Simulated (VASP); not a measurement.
# Li (Fm-3m) in VASP: single point with PBEsol+D3(BJ)

Aim: the single point of Li with PBEsol+D3(BJ).

All numbers are computed with VASP 6.6.1; they aren't measurements. Logs are shortened: lines on timing, memory, paths and dates and some standing lists are left out, and cuts for length are marked.

## (1) The cell of the first run

It takes space group Fm-3m (No. 225, cubic). The conventional cell has a = 4.191 Å, b = 4.191 Å, c = 4.191 Å, α = 90.00°, β = 90.00°, γ = 90.00°. Li (site symmetry m-3m) has 12 Li at 2.96 Å within 3.9 Å.

## (2) Single point, PBEsol+D3(BJ)

INCAR

```
SYSTEM = Li
  ALGO = Normal
  EDIFF = 1E-6
  ENCUT = 520
  GGA = PS
  ISIF = 2
  ISMEAR = 0
  IVDW = 12
  LASPH = .True.
  LCHARG = .False.
  LREAL = .False.
  LWAVE = .False.
  NBANDS = 10
  NELM = 60
  PREC = Accurate
  SIGMA = 0.15
```

KPOINTS

```
k-points
0
Gamma
  16 16 10
  0 0 0
```

POSCAR

```
Li
1.0
    0.0000000000     -2.0954789853     -2.0954789853
    0.0000000000      2.0954789853     -2.0954789853
    4.1909579706      0.0000000000      0.0000000000
Li
2
Direct
    0.5000000000      0.5000000000      0.5000000000
    0.0000000000      0.0000000000      0.0000000000
```

Potentials or basis: VASP PAW PBE potentials, release 64 (Li_sv).

Started as:

```sh
$ cat potpaw_PBE.64/Li_sv/POTCAR > POTCAR
$ mpirun -np 1 vasp_std > vasp.out
```

OUTCAR:

```text
SYSTEM = Li
   EDIFF = 1E-6
   ENCUT = 520
   GGA = PS
   ISIF = 2
   ISMEAR = 0
   IVDW = 12
   LASPH = .True.
   LREAL = .False.
   NELM = 60
   PREC = Accurate
 IVDW          = 12

 ion  position               nearest neighbor table
   1  0.500  0.500  0.500-
   2  0.000  0.000  0.000-

  LATTYP: Found a simple tetragonal cell.
 ALAT       =     2.9634548007
 C/A-ratio  =     1.4142135624

  Lattice vectors:

 A1 = (   0.0000000000,  -2.0954789853,  -2.0954789853)
 A2 = (   0.0000000000,   2.0954789853,  -2.0954789853)
 A3 = (   4.1909579706,   0.0000000000,   0.0000000000)

Analysis of symmetry for initial positions (statically):
=====================================================================
 Subroutine PRICEL returns following result:

  LATTYP: Found a face centered cubic cell.
 ALAT       =     4.1909579706

  Lattice vectors:

 A1 = (  -2.0954789853,   0.0000000000,   2.0954789853)
 A2 = (  -2.0954789853,  -2.0954789853,   0.0000000000)
 A3 = (   0.0000000000,  -2.0954789853,   2.0954789853)

   2 primitive cells build up your supercell.

 Routine SETGRP: Setting up the symmetry group for a
 simple tetragonal supercell.

 Subroutine GETGRP returns: Found 16 space group operations
 (whereof 16 operations were pure point group operations)
 out of a pool of 16 trial point group operations.

The static configuration has the point symmetry D_4h.

Analysis of symmetry for dynamics (positions and initial velocities):
=====================================================================
 Subroutine PRICEL returns following result:

  LATTYP: Found a face centered cubic cell.
 ALAT       =     4.1909579706

  Lattice vectors:

 A1 = (  -2.0954789853,   0.0000000000,   2.0954789853)
 A2 = (  -2.0954789853,  -2.0954789853,   0.0000000000)
 A3 = (   0.0000000000,  -2.0954789853,   2.0954789853)

   2 primitive cells build up your supercell.

 Routine SETGRP: Setting up the symmetry group for a
 simple tetragonal supercell.

 Subroutine GETGRP returns: Found 16 space group operations
 (whereof 16 operations were pure point group operations)
 out of a pool of 16 trial point group operations.

The dynamic configuration has the point symmetry D_4h.

 Subroutine INISYM returns: Found 16 space group operations
 (whereof 16 operations are pure point group operations),
 and found     2 'primitive' translations

----------------------------------------------------------------------------------------

                                     Primitive cell

  volume of cell :      18.4026

  direct lattice vectors                    reciprocal lattice vectors
    -2.095478985  0.000000000  2.095478985    -0.238608931  0.238608931  0.238608931
    -2.095478985 -2.095478985  0.000000000    -0.238608931 -0.238608931 -0.238608931
     0.000000000 -2.095478985  2.095478985     0.238608931 -0.238608931  0.238608931

  length of vectors
     2.963454801  2.963454801  2.963454801     0.413282791  0.413282791  0.413282791

  position of ions in fractional coordinates (direct lattice)
     0.000000000  0.000000000  0.000000000

  ion indices of the primitive-cell ions
   primitive index   ion index
                 1           1

----------------------------------------------------------------------------------------

 KPOINTS: k-points

Automatic generation of k-mesh.
 Grid dimensions read from file:
 generate k-points for:   16   16   10

 Generating k-lattice:

  Cartesian coordinates                     Fractional coordinates (reciprocal lattice)
     0.000000000 -0.014913058 -0.014913058     0.062500000  0.000000000  0.000000000
     0.000000000  0.014913058 -0.014913058     0.000000000  0.062500000  0.000000000
     0.023860893  0.000000000  0.000000000     0.000000000  0.000000000  0.100000000

  Length of vectors
     0.021090249  0.021090249  0.023860893

  Shift w.r.t. Gamma in fractional coordinates (k-lattice)
     0.000000000  0.000000000  0.000000000

 Subroutine IBZKPT returns following result:
 ===========================================

 Found    270 irreducible k-points:

 Following reciprocal coordinates:
            Coordinates               Weight
  0.000000  0.000000  0.000000      1.000000
  0.062500  0.000000  0.000000      4.000000
  0.125000  0.000000  0.000000      4.000000
  0.187500  0.000000  0.000000      4.000000
  0.250000  0.000000  0.000000      4.000000
  0.312500  0.000000  0.000000      4.000000
[... 16 lines left out ...]
  0.437500  0.125000  0.000000      8.000000
  0.500000  0.125000  0.000000      4.000000
 [... further k-points ...]
   k-points           NKPTS =    270   k-points in BZ     NKDIM =    270   number of bands    NBANDS=     10
   number of dos      NEDOS =    301   number of ions     NIONS =      2
   total plane-waves  NPLWV =  18432
   dimension x,y,z NGX =    24 NGY =   24 NGZ =   32
   dimension x,y,z NGXF=    48 NGYF=   48 NGZF=   64
   ions per type =               2
   NGX,Y,Z   is equivalent  to a cutoff of  13.46, 13.46, 12.69 a.u.
   NGXF,Y,Z  is equivalent  to a cutoff of  26.93, 26.93, 25.39 a.u.
 SYSTEM =  Li
   PREC   = accura    normal or accurate (medium, high low for compatibility)
   ISTART =      0    job   : 0-new  1-cont  2-samecut
   ICHARG =      2    charge: 1-file 2-atom 10-const
   ISPIN  =      1    spin polarized calculation?
   LNONCOLLINEAR =      F non collinear calculations
   LSORBIT =      F    spin-orbit coupling
   LASPH  =      T    aspherical Exc in radial PAW
   ENCUT  =  520.0 eV  38.22 Ry    6.18 a.u.   5.51  5.51  7.79*2*pi/ulx,y,z
   NELM   =     60;   NELMIN=  2; NELMDL= -5     # of ELM steps
   EDIFF  = 0.1E-05   stopping-criterion for ELM
   LREAL  =      F    real-space projection
   EDIFFG = 0.1E-04   stopping-criterion for IOM
   NSW    =      0    number of steps for IOM
   IBRION =     -1    ionic relax: 0-MD 1-quasi-New 2-CG
   NFREE  =      0    steps in history (QN), initial steepest desc. (CG)
   ISIF   =      2    stress and relaxation
   ISYM   =      2    0-nonsym 1-usesym 2-fastsym
   POTIM  = 0.5000    time-step for ionic-motion
   TEBEG  =    0.0;   TEEND  =   0.0 temperature during run
   PSTRESS=    0.0 pullay stress
   NELECT =       6.0000    total number of electrons
   NUPDOWN=      -1.0000    fix difference up-down
   EMIN   =  10.00;   EMAX   =-10.00  energy-range for DOS
   EFERMI =   0.00;   METHOD = LEGACY
   ISMEAR =     0;   SIGMA  =   0.15  broadening in eV -4-tet -1-fermi 0-gaus
   EFERMI_NEDOS =   21; number of points for ismear=-14 and -15
   IALGO  =     38    algorithm
   IMIX   =      4    mixing-type and parameters
     AMIX     =   0.40;   BMIX     =  1.00
     AMIX_MAG =   1.60;   BMIX_MAG =  1.00
  volume/ion in A,a.u.               =      18.40       124.19
  Fermi-wavevector in a.u.,A,eV,Ry     =   0.894311  1.690003 10.881835  0.799792
  Thomas-Fermi vector in A             =   2.016500
   LORBIT       =      0    0 simple, 1 ext, 2 COOP (PROOUT), +10 PAW based schemes
   GGA     = PS    functional components
   LHFCALC =     F    Hartree Fock is set to
   AEXX    =    0.0000 exact exchange contribution
   IVDW    =    12    specifies the selected vdW correction
   LEPSILON=     F    determine dielectric tensor
   LRPA    =     F    only Hartree local field effects (RPA)
 non-spin polarized calculation
 Gauss-broadening in eV      SIGMA  =   0.15
  energy-cutoff  :      520.00
  volume of cell :       36.81
 maximum number of plane-waves:      1011
 NGX is ok and might be reduce to    24
   NGX = 11   NGY = 11   NGZ = 15

 number of electron       5.9999990 magnetization

 Free energy of the ion-electron system (eV)
  ---------------------------------------------------
  ext. energy  EPLUGINS =         0.00000000
  ---------------------------------------------------
  free energy    TOTEN  =        -3.92516606 eV

  energy without entropy =       -3.91470917  energy(sigma->0) =       -3.91993762

 E-fermi :   0.8916     XC(G=0):  -7.2579

 val. band max:        0.8742573513   @ k =   0.4375   0.1875   0.4000
 cond. band min:       0.8953705828   @ k =   0.4375   0.3125   0.1000
 fundamental gap:      0.0211132315
 Fermi energy:         0.8915777850

 k-point     1 :       0.0000    0.0000    0.0000
  band No.  band energies     occupation
      1     -44.8449      2.00000
      2     -44.8073      2.00000
      3      -2.7697      2.00000
      4       2.5059      0.00000
      5       5.9774      0.00000
      6       9.9058      0.00000
      7       9.9058      0.00000
      8      12.1706      0.00000
      9      16.2787      0.00000
     10      16.2787      0.00000

 k-point     2 :       0.0625    0.0000    0.0000
  band No.  band energies     occupation
      1     -44.8442      2.00000
      2     -44.8074      2.00000
      3      -2.7218      2.00000
      4       2.5717      0.00000
      5       5.9301      0.00000
      6       9.2428      0.00000
      7       9.9682      0.00000
      8      12.9544      0.00000
      9      15.8443      0.00000
     10      15.8703      0.00000

 k-point     3 :       0.1250    0.0000    0.0000
  band No.  band energies     occupation
      1     -44.8420      2.00000
      2     -44.8075      2.00000
      3      -2.5776      2.00000
      4       2.7689      0.00000
      5       5.6950      0.00000
      6       8.3199      0.00000
      7      10.1551      0.00000
      8      14.2488      0.00000
      9      14.7018      0.00000
     10      14.9903      0.00000
[... 248 lines left out ...]
 k-point    23 :       0.4375    0.1250    0.0000
  band No.  band energies     occupation
      1     -44.8190      2.00000
      2     -44.8123      2.00000
      3      -0.1924      2.00000
      4       1.3752      0.00001
      5       5.9745      0.00000
      6       8.0429      0.00000
      7       8.6971      0.00000
      8      10.2419      0.00000
      9      11.8496      0.00000
     10      13.2046      0.00000

 k-point    24 :       0.5000    0.1250    0.0000
  band No.  band energies     occupation
      1     -44.8153      2.00000
      2     -44.8153      2.00000
      3       0.5426      1.99900
      4       0.5426      1.99900
      5       6.9475      0.00000
      6       6.9475      0.00000
      7       9.4486      0.00000
      8       9.4486      0.00000
      9      12.4600      0.00000
     10      12.4600      0.00000

 [... further k-points ...]

------------------------ aborting loop because EDIFF is reached ----------------------------------------

 Edisp (eV)   -0.32960

 E8    (eV) :    -0.2111

  FORCE on cell =-STRESS in cart. coord.  units (eV):
  Direction    XX          YY          ZZ          XY          YZ          ZX
  --------------------------------------------------------------------------------------
  -------------------------------------------------------------------------------------
  Total      -0.02379    -0.02419    -0.02419     0.00000     0.00000     0.00000
  in kB      -1.03580    -1.05319    -1.05319     0.00000     0.00000     0.00000
  external pressure =       -1.05 kB  Pullay stress =        0.00 kB

 VOLUME and BASIS-vectors are now :
 -----------------------------------------------------------------------------
  energy-cutoff  :      520.00
  volume of cell :       36.81
      direct lattice vectors                 reciprocal lattice vectors
     0.000000000 -2.095478985 -2.095478985     0.000000000 -0.238608931 -0.238608931
     0.000000000  2.095478985 -2.095478985     0.000000000  0.238608931 -0.238608931
     4.190957971  0.000000000  0.000000000     0.238608931  0.000000000  0.000000000

 POSITION                                       TOTAL-FORCE (eV/Angst)
 -----------------------------------------------------------------------------------
      2.09548      0.00000     -2.09548         0.000000      0.000000     -0.000000
      0.00000      0.00000      0.00000        -0.000000     -0.000000      0.000000
 -----------------------------------------------------------------------------------
    total drift:                               -0.000000      0.000000     -0.000000

  FREE ENERGIE OF THE ION-ELECTRON SYSTEM (eV)
  ---------------------------------------------------
  free  energy   TOTEN  =        -4.2547682857 eV

  energy  without entropy=       -4.2443113980  energy(sigma->0) =       -4.24953984
```

Run time: 30 s. Hardware: 1 thread of Intel Xeon 6975P-C, shared host; peak memory 0.2 GiB.

Results:

| Quantity | Value |
| --- | --- |
| Free energy | -4.2548 eV |
| Band gap on the k mesh | zero (band 3 reaches 4.60 eV, above the bottom of band 4 at -1.21 eV) |
| Dispersion energy per atom | -0.165 eV |

Caveat: the cutoff is under 1.25 times the usual one of these potentials, so pressure, stress and relaxed cells hold a basis-set (Pulay) error; the PAW data sets were made with another functional, which shifts forces and pressure a little; pairwise dispersion overbinds metals, which lowers pressure and volume.
